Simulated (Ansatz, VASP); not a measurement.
Rh: VASP beside Ansatz

Contents of INCAR:

```
SYSTEM = Rh
PREC = Accurate ; ENCUT = 520
EDIFF = 1E-6 ; ISMEAR = 0
SIGMA = 0.1 ; LREAL = .False.
LASPH = .True. ; NELM = 100
ALGO = Normal ; ISIF = 2
LWAVE = .False. ; LCHARG = .False.
GGA = PS ; NBANDS = 14
```

KPOINTS

```
Automatic mesh
0
Gamma
  18 18 18
  0 0 0
```

POSCAR

```
Rh
1.0
    0.0000000000      1.9087040382      1.9087040382
    1.9087040382      0.0000000000      1.9087040382
    1.9087040382      1.9087040382      0.0000000000
Rh
1
Direct
    0.0000000000      0.0000000000      0.0000000000
```

Input for Ansatz:

```yaml
crystal:
  lattice:
    - [0.0, 1.908704038, 1.908704038]
    - [1.908704038, 0.0, 1.908704038]
    - [1.908704038, 1.908704038, 0.0]
  atoms:
    - { symbol: Rh, position: [0.0, 0.0, 0.0] }
basis:
  ecutwfc: 420
kpoints:
  mp_grid: { grid: [18, 18, 18] }
hamiltonian:
  xc: pbesol
scf:
  occupations: { method: gaussian, width: 0.1 }
output:
  forces: true
  stress: true
  eigenvalues: true
```

Alike in both runs: task single point; functional PBEsol; k mesh 18 × 18 × 18; occupations gaussian, width 0.1 eV; no spin polarisation.

|  | VASP | Ansatz |
| --- | --- | --- |
| version | VASP 6.6.1 | Ansatz 0.2.0 |
| potentials or method | VASP PAW PBE potentials, release 64 (Rh_pv), cutoff 520 eV | scalar-relativistic, plane waves, PAW |
| valence electrons in the cell | 15 | 17 |

Ansatz gave:

```
gap on the k mesh at the Fermi level (eV) : none
pressure (GPa)                            : -8.1
```

Q: Estimate VASP's values.

A: gap on the k mesh at the Fermi level (eV): none; pressure (GPa): -8.2.

VASP's potentials were made for PBE, not for PBEsol. A gap of «none» marks a metal or a gap that the smearing closes. VASP's potentials hold 15 valence electrons a cell and Ansatz's 17, so a difference there can come from the potentials and not from the codes.
